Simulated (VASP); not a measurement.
# Ge: single point with PBE

The system is Ge, a slab with vacuum.

```
CELL_PARAMETERS angstrom
3.92100 0.00000 0.00000
-1.96050 3.39569 0.00000
0.00000 0.00000 28.00000
ATOMIC_POSITIONS crystal
Ge 0.33333 0.66667 0.51039
Ge 0.66667 0.33333 0.48961
```

```json
{
  "Program": "VASP 6.6.1",
  "Task": "single point",
  "Functional": "PBE",
  "Potentials or basis": "VASP PAW PBE potentials, release 64 (Ge_d)",
  "Cutoff": "520 eV",
  "k mesh": "12 × 12 × 1",
  "Occupations": "gaussian, width 0.1 eV",
  "Spin": "no spin polarisation"
}
```

```yaml
Largest_force: 0.504 eV/Å
Band_gap_on_the_k_mesh: zero (filled and empty bands touch)
```

Forces on the atoms (eV/Å):
```
Ge   0.000  0.000  0.504
Ge   0.000  0.000 -0.504
```

Levels at points of the mesh, in eV from the Fermi level:
| k point | band 11 | band 12 | band 13 | band 14 | band 15 | band 16 | band 17 | band 18 |
| --- | --- | --- | --- | --- | --- | --- | --- | --- |
| (0.00, 0.00, 0.00) | -11.91 | -3.52 | -0.65 | -0.65 | 0.80 | 2.43 | 3.95 | 3.95 |
| (0.50, 0.00, 0.00) | -9.68 | -7.79 | -2.35 | -1.18 | 0.73 | 1.55 | 5.65 | 6.42 |

It took 2.2 min on 1 thread of AMD EPYC 9R45 96-Core Processor (Zen 5), with other jobs on the host, peak memory 0.44 GiB.
